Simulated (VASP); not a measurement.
# TaN (P-6m2) in VASP: a series of runs, part 2 of 2

VASP 6.6.1. The steps go on from the part before.

## (4) Single point, r2SCAN

This run uses another cell than the first one, of the same volume but with other edges.

Input file POSCAR:

```
TaN
1.0
    3.0208026035      0.0000000000      0.0000000000
   -1.5104013018      2.6160917945      0.0000000000
    0.0000000000      0.0000000000      2.7271133787
Ta N
1 1
Direct
    0.3333333333      0.6666666667      0.5000000000
    0.0000000000      0.0000000000      0.0000000000
```

Input file INCAR.step1:

```
SYSTEM = TaN
ALGO = Normal
EDIFF = 1E-4
ENCUT = 520
GGA = PE
ISMEAR = 0
LASPH = .True.
LCHARG = .False.
LREAL = .False.
LWAVE = .True.
NBANDS = 15
NELM = 60
PREC = Accurate
SIGMA = 0.15
```

Input file INCAR.step2:

```
SYSTEM = TaN
ALGO = Normal
EDIFF = 1E-6
ENCUT = 520
ISIF = 2
ISMEAR = 0
ISTART = 1
LASPH = .True.
LCHARG = .False.
LMIXTAU = .True.
LREAL = .False.
LWAVE = .False.
METAGGA = R2SCAN
NBANDS = 15
NELM = 60
PREC = Accurate
SIGMA = 0.15
```

Input file KPOINTS:

```
k-points
0
Gamma
  24 24 18
  0 0 0
```

Launch:

```console
cat potpaw_PBE.64/Ta_pv/POTCAR potpaw_PBE.64/N/POTCAR > POTCAR
cp INCAR.step1 INCAR
mpirun -np 1 vasp_std > vasp.out
cp INCAR.step2 INCAR
mpirun -np 1 vasp_std > vasp.out
```

Wall time 4.1 min (1 thread of Intel Xeon Platinum 8488C (Sapphire Rapids), shared host); peak memory 0.31 GiB.

It converged, with:

| Quantity | Value |
| --- | --- |
| Free energy | -60.1744 eV |
| Pressure | 5.4 GPa |
| Band gap on the k mesh | zero (bands 8 and 9 overlap by 0.50 eV) |

Stress tensor (GPa, compression positive):
```
-14.24   0.00   0.00
  0.00 -14.24   0.00
  0.00   0.00  44.77
```

Levels at points of the mesh, in eV from the Fermi level:
| k point | band 4 | band 5 | band 6 | band 7 | band 8 | band 9 | band 10 | band 11 | band 12 | band 13 |
| --- | --- | --- | --- | --- | --- | --- | --- | --- | --- | --- |
| (0.00, 0.00, 0.00) | -18.96 | -5.54 | -5.54 | -4.40 | -2.60 | 1.76 | 4.20 | 4.20 | 4.44 | 4.44 |
| (0.50, 0.00, 0.00) | -16.86 | -8.78 | -4.68 | -3.89 | -3.75 | 3.22 | 3.62 | 4.81 | 5.97 | 8.44 |
| (0.00, 0.00, 0.50) | -16.04 | -9.71 | -4.68 | -4.68 | -0.02 | -0.02 | 2.96 | 2.96 | 3.41 | 8.53 |
| (0.50, 0.00, 0.50) | -16.96 | -7.76 | -6.54 | -6.38 | -0.27 | 4.25 | 4.95 | 6.45 | 7.11 | 10.61 |

Caveat: the cell stands under pressure; the PAW data sets were made with another functional, which shifts forces and pressure a little; spin-orbit coupling is left out, which moves the levels of the heavy elements.

## (5) Single point, r2SCAN

This run uses another cell than the first one, of the same volume but with other edges.

Input file POSCAR:

```
TaN
1.0
    2.8461255956      0.0000000000      0.0000000000
   -1.4230627978      2.4648170681      0.0000000000
    0.0000000000      0.0000000000      3.0721312486
Ta N
1 1
Direct
    0.3333333333      0.6666666667      0.5000000000
    0.0000000000      0.0000000000      0.0000000000
```

Input file INCAR.step1:

```
ALGO = Normal ; EDIFF = 1E-4
ENCUT = 520 ; GGA = PE
ISMEAR = 0 ; LASPH = T
LCHARG = F ; LREAL = F
LWAVE = T ; NBANDS = 15
NELM = 60 ; PREC = Accurate
SIGMA = 0.15
```

Input file INCAR.step2:

```
ALGO = Normal ; EDIFF = 1E-6
ENCUT = 520 ; ISIF = 2
ISMEAR = 0 ; ISTART = 1
LASPH = T ; LCHARG = F
LMIXTAU = T ; LREAL = F
LWAVE = F ; METAGGA = R2SCAN
NBANDS = 15 ; NELM = 60
PREC = Accurate ; SIGMA = 0.15
```

Input file KPOINTS:

```
k-points
0
Gamma
  24 24 18
```

Potentials or basis: VASP PAW PBE potentials, release 64 (Ta_pv, N).

Launch:

```console
cat potpaw_PBE.64/Ta_pv/POTCAR potpaw_PBE.64/N/POTCAR > POTCAR
cp INCAR.step1 INCAR
mpirun -np 1 vasp_std > vasp.out
cp INCAR.step2 INCAR
mpirun -np 1 vasp_std > vasp.out
```

OUTCAR:

```text
EDIFF = 1E-6
   ENCUT = 520
   ISIF = 2
   ISMEAR = 0
   ISTART = 1
   LASPH = T
   LREAL = F
   METAGGA = R2SCAN
   NELM = 60
   PREC = Accurate

 ion  position               nearest neighbor table
   1  0.333  0.667  0.500-   2 2.25   2 2.25   2 2.25   2 2.25   2 2.25   2 2.25
   2  0.000  0.000  0.000-   1 2.25   1 2.25   1 2.25   1 2.25   1 2.25   1 2.25

  LATTYP: Found a hexagonal cell.
 ALAT       =     2.8461255956
 C/A-ratio  =     1.0794081798

  Lattice vectors:

 A1 = (   2.8461255956,   0.0000000000,   0.0000000000)
 A2 = (  -1.4230627978,   2.4648170681,   0.0000000000)
 A3 = (   0.0000000000,   0.0000000000,   3.0721312486)

Analysis of symmetry for initial positions (statically):
=====================================================================
 Subroutine PRICEL returns:
 Original cell was already a primitive cell.

 Routine SETGRP: Setting up the symmetry group for a
 hexagonal supercell.

 Subroutine GETGRP returns: Found 12 space group operations
 (whereof 12 operations were pure point group operations)
 out of a pool of 24 trial point group operations.

The static configuration has the point symmetry D_3h.

[... 168 lines left out ...]
 k-point     1 :       0.0000    0.0000    0.0000
  band No.  band energies     occupation
      1     -28.1958      2.00000
      2     -27.6204      2.00000
      3     -27.6204      2.00000
      4     -10.4573      2.00000
      5       3.3746      2.00000
      6       4.1836      2.00000
      7       4.1836      2.00000
      8       4.5411      2.00000
      9      11.3511      0.00000
     10      11.3511      0.00000
     11      11.6661      0.00000
     12      12.3161      0.00000
     13      12.3161      0.00000
     14      18.7300      0.00000
[... 401 lines left out ...]
      2     -27.9880      2.00000
      3     -27.9415      2.00000
      4      -7.9602      2.00000
      5      -0.1793      2.00000
      6       2.0376      2.00000
      7       4.3193      2.00000
      8       5.4410      2.00000
      9      10.8593      0.00000
     10      13.0014      0.00000
     11      13.4149      0.00000
     12      13.8374      0.00000
     13      16.1724      0.00000
     14      18.7208      0.00000
     15      20.8673      0.00000

 [... further k-points ...]
[... 5 lines left out ...]
  --------------------------------------------------------------------------------------
  -------------------------------------------------------------------------------------
  Total        2.8797765      2.8797765     -5.4944098      0.0000000     -0.0000000      0.0000000
  in kB      214.0872679    214.0872679   -408.4633624      0.0000000     -0.0000000      0.0000000
  external PRESSURE =       6.5703912 kB  Pullay stress =       0.0000000 kB

 VOLUME and BASIS-vectors are now :
 -----------------------------------------------------------------------------
  energy-cutoff  :      520.00
  volume of cell :       21.55
      direct lattice vectors                 reciprocal lattice vectors
     2.846125596  0.000000000  0.000000000     0.351354839  0.202854811  0.000000000
    -1.423062798  2.464817068  0.000000000     0.000000000  0.405709622  0.000000000
     0.000000000  0.000000000  3.072131249     0.000000000  0.000000000  0.325506926

 POSITION                                       TOTAL-FORCE (eV/Angst)
 -----------------------------------------------------------------------------------
     -0.00000      1.64321      1.53607        -0.000000      0.000000      0.000000
      0.00000      0.00000      0.00000         0.000000     -0.000000      0.000000
 -----------------------------------------------------------------------------------
    total drift:                                0.000000     -0.000000     -0.000000

  FREE ENERGIE OF THE ION-ELECTRON SYSTEM (eV)
  ---------------------------------------------------
  free  energy   TOTEN  =       -60.1332946319 eV

  energy  without entropy=      -60.1328067704  energy(sigma->0) =      -60.13305070
```

OUTCAR.step1:

```text
EDIFF = 1E-4
   ENCUT = 520
   GGA = PE
   ISMEAR = 0
   LASPH = T
[... 654 lines left out ...]
 -----------------------------------------------------------------------------------
     -0.00000      1.64321      1.53607         0.000000     -0.000000      0.000000
      0.00000      0.00000      0.00000        -0.000000      0.000000      0.000000
 -----------------------------------------------------------------------------------
    total drift:                                0.000000     -0.000000     -0.000000

  FREE ENERGIE OF THE ION-ELECTRON SYSTEM (eV)
  ---------------------------------------------------
  free  energy   TOTEN  =       -22.1940172873 eV

  energy  without entropy=      -22.1934801624  energy(sigma->0) =      -22.19374872
```

OSZICAR.step1:

```text
N       E                     dE             d eps       ncg     rms          rms(c)
DAV:   1     0.909261404808E+02    0.90926E+02   -0.87284E+03 18300   0.113E+03
DAV:   2    -0.219406826716E+02   -0.11287E+03   -0.10621E+03 22220   0.305E+02
DAV:   3    -0.247460006014E+02   -0.28053E+01   -0.27926E+01 20540   0.449E+01
DAV:   4    -0.247574839496E+02   -0.11483E-01   -0.11480E-01 24103   0.311E+00
DAV:   5    -0.247575561781E+02   -0.72228E-04   -0.72223E-04 21037   0.230E-01    0.229E+01
DAV:   6    -0.222967800456E+02    0.24608E+01   -0.40336E+00 24507   0.239E+01    0.967E+00
DAV:   7    -0.222265617266E+02    0.70218E-01   -0.75896E-01 20456   0.669E+00    0.687E+00
DAV:   8    -0.222017482258E+02    0.24814E-01   -0.16597E-01 23088   0.354E+00    0.142E+00
DAV:   9    -0.221940305011E+02    0.77177E-02   -0.15460E-02 20631   0.106E+00    0.187E-01
DAV:  10    -0.221940841713E+02   -0.53670E-04   -0.12466E-03 22136   0.400E-01    0.684E-02
DAV:  11    -0.221940172873E+02    0.66884E-04   -0.80585E-05 13268   0.105E-01
   1 F= -.22194017E+02 E0= -.22193749E+02  d E =-.537125E-03
```

It took 5.3 min on 1 thread of Intel Xeon Platinum 8488C (Sapphire Rapids), shared host; peak memory 0.31 GiB.

Results:

```
Free energy            : -60.1333 eV
Pressure               : 0.7 GPa
Band gap on the k mesh : zero (bands 8 and 9 overlap by 0.38 eV)
```

Stress tensor (GPa, compression positive):
```
 21.41   0.00   0.00
  0.00  21.41   0.00
  0.00   0.00 -40.85
```

Levels at points of the mesh, in eV from the Fermi level:
| k point | band 4 | band 5 | band 6 | band 7 | band 8 | band 9 | band 10 | band 11 | band 12 | band 13 |
| --- | --- | --- | --- | --- | --- | --- | --- | --- | --- | --- |
| (0.00, 0.00, 0.00) | -18.52 | -4.69 | -3.88 | -3.88 | -3.52 | 3.29 | 3.29 | 3.60 | 4.25 | 4.25 |
| (0.50, 0.00, 0.00) | -16.03 | -8.28 | -6.04 | -3.68 | -2.70 | 3.00 | 5.08 | 5.12 | 6.22 | 7.61 |
| (0.00, 0.00, 0.50) | -16.19 | -9.66 | -2.95 | -2.95 | -0.11 | -0.11 | 1.00 | 4.34 | 4.34 | 9.19 |
| (0.50, 0.00, 0.50) | -16.48 | -7.43 | -6.41 | -5.06 | -0.80 | 4.41 | 5.33 | 6.19 | 7.56 | 10.59 |

Caveat: the PAW data sets were made with another functional, which shifts forces and pressure a little; spin-orbit coupling is left out, which moves the levels of the heavy elements.

## (6) Overview

| cell | gap on the mesh (eV) | pressure (GPa) |
| --- | --- | --- |
| a = 3.102, b = 3.102, c = 2.587 Å, angles 90.0, 90.0, 120.0°, 2 atoms | none | 12.9 |
| a = 2.765, b = 2.765, c = 3.256 Å, angles 90.0, 90.0, 120.0°, 2 atoms | none | 2.9 |
| a = 3.021, b = 3.021, c = 2.727 Å, angles 90.0, 90.0, 120.0°, 2 atoms | none | 5.4 |
| a = 2.846, b = 2.846, c = 3.072 Å, angles 90.0, 90.0, 120.0°, 2 atoms | none | 0.7 |

Alike in all rows: task single point; level r2SCAN; potentials or basis VASP PAW PBE potentials, release 64 (Ta_pv, N); no spin polarisation; k mesh 24 × 24 × 18; cutoff (eV) 520; smearing gaussian 0.15 eV.

Caveats: the PAW data sets were made with another functional, which shifts forces and pressure a little; spin-orbit coupling is left out, which moves the levels of the heavy elements; the cell stands under pressure (at least some runs).

Total energies depend on the potentials used, so only differences within one code and one set of settings carry meaning.
